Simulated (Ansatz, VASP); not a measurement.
# Two plane-wave programs on ReOs

INCAR

```
SYSTEM = ReOs
PREC = Accurate
ENCUT = 520
EDIFF = 1E-6
ISMEAR = -1
SIGMA = 0.05
LREAL = .FALSE.
LASPH = .TRUE.
NELM = 60
ALGO = Normal
ISIF = 2
LWAVE = .FALSE.
LCHARG = .FALSE.
GGA = CA
NBANDS = 14
```

KPOINTS

```
regular mesh
0
G
  12 12 7
  0 0 0
```

Contents of POSCAR:

```
ReOs
1.0
    2.7573303527      0.0000000000      0.0000000000
   -1.3786651764      2.3879181321      0.0000000000
    0.0000000000      0.0000000000      4.3824281800
Re Os
1 1
Direct
    0.5266666667      0.2633333333      0.3950000000
    0.1400000000      0.0700000000      0.1050000000
```

Input for Ansatz:

```yaml
crystal:
  lattice:
    - [2.7573303527, 0.0, 0.0]
    - [-1.3786651764, 2.3879181321, 0.0]
    - [0.0, 0.0, 4.38242818]
  atoms:
    - { symbol: Re, position: [0.5266666667, 0.2633333333, 0.395] }
    - { symbol: Os, position: [0.14, 0.07, 0.105] }
kpoints:
  mp_grid: { grid: [12, 12, 7] }
scf:
  occupations: { method: fermi_dirac, width: 0.05 }
hamiltonian:
  xc: lda
  pseudopotentials: { kind: paw, level: accurate }
output:
  forces: true
  stress: true
  eigenvalues: true
```

Alike in both runs: task single point; functional LDA; k mesh 12 × 12 × 7; occupations fermi-dirac, width 0.05 eV; no spin polarisation.

```csv
,VASP,Ansatz
version,VASP 6.6.1,Ansatz 0.2.0
potentials or method,"VASP PAW LDA potentials, release 64 (Re, Os)","PAW with other files of Ansatz's library (level accurate), scalar-relativistic"
plane-wave cutoff (eV),520,700
valence electrons in the cell,15,45
```

```tsv
	VASP	Ansatz	Ansatz less VASP
pressure (GPa)	216.6	347.3	+130.69
traceless stress, the component that is largest in VASP (GPa)	149.99	307.67	+157.685
rms of the force components (eV/Å)	28.845	54.660	+25.8145
```

Ansatz warns that its potentials were made for another functional, while VASP's fit it. LDA's correlation is that of Perdew and Zunger in VASP and of Perdew and Wang (1992) in Ansatz. Atom by atom the forces differ by 25.865 eV/Å (rms over components). The pressures are high and differ by over a tenth, so treat them with care. VASP's potentials hold 15 valence electrons a cell and Ansatz's 45, so a difference there can come from the potentials and not from the codes.

Neither program's run includes spin-orbit coupling. Noted on VASP's run: the cell as given lies far from equilibrium.
